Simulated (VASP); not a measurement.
## B: relaxation of cell and atoms with revPBE

Crystal: B.

```
B
1.0
     3.74283    0.00000    0.00000
     0.00000    3.74283    0.00000
     0.00000    0.00000    3.74283
B
8
Cartesian
  0.0000 0.0000 0.0000
  1.8714 1.8714 1.8714
  0.9357 0.0000 1.8714
  2.8071 0.0000 1.8714
  1.8714 0.9357 0.0000
  1.8714 2.8071 0.0000
  0.0000 1.8714 0.9357
  0.0000 1.8714 2.8071
```

```
Program                : VASP 6.6.1
Task                   : relaxation of cell and atoms
Functional             : revPBE
Potentials or basis    : VASP PAW PBE potentials, release 64 (B)
Cutoff                 : 600 eV
k mesh                 : 7 × 7 × 7
Occupations            : fermi-dirac, width 0.1 eV
Spin                   : no spin polarisation
Dipole correction      : no
Further INCAR settings : ALGO = Normal; EDIFF = 1e-07; IBRION = 2; EDIFFG = -0.01; NSW = 80; ISIF = 3
```

- Relaxed volume: 6.22 Å³/atom
- Relaxed cell: a = 3.679 Å, b = 3.679 Å, c = 3.679 Å, α = 90.00°, β = 90.00°, γ = 90.00°
- Space group after relaxing (to 0.05 Å): Pm-3n (No. 223)
- Energy gained by relaxing: 11.8 meV/atom
- Ionic steps: 3
- Pressure after relaxing: 0.0 GPa
- Band gap on the k mesh: zero (band 12 reaches 13.17 eV, above the bottom of band 13 at 9.37 eV)

Step by step:
| step | energy change (eV) | largest force (eV/Å) | pressure (GPa) | volume (Å³) |
| --- | --- | --- | --- | --- |
| 1 | 0.0000 | 0.0000 | -11.01 | 52.43 |
| 2 | -0.0866 | 0.0000 | 3.50 | 49.09 |
| 3 | -0.0943 | 0.0000 | 0.02 | 49.80 |

Final structure:
```yaml
crystal:
  lattice:
    - [3.67906, 0.00000, 0.00000]
    - [0.00000, 3.67906, 0.00000]
    - [0.00000, 0.00000, 3.67906]
  atoms:
    - { symbol: B, position: [0.00000, 0.00000, 0.00000] }
    - { symbol: B, position: [0.50000, 0.50000, 0.50000] }
    - { symbol: B, position: [0.25000, 0.00000, 0.50000] }
    - { symbol: B, position: [0.75000, 0.00000, 0.50000] }
    - { symbol: B, position: [0.50000, 0.25000, 0.00000] }
    - { symbol: B, position: [0.50000, 0.75000, 0.00000] }
    - { symbol: B, position: [0.00000, 0.50000, 0.25000] }
    - { symbol: B, position: [0.00000, 0.50000, 0.75000] }
```

Levels at points of the mesh, in eV from the Fermi level:
```csv
k point,band 9,band 10,band 11,band 12,band 13,band 14,band 15,band 16
"(0.00, 0.00, 0.00)",-2.46,-2.46,-2.28,-2.28,-0.16,-0.16,-0.16,2.12
```

It took 35 s on 1 thread of Intel(R) Xeon(R) Platinum 8259CL CPU @ 2.50GHz (Skylake/Cascade Lake) (shared host), peak memory 0.16 GiB.

Caveat: the PAW data sets were made with another functional, which shifts forces and pressure a little.
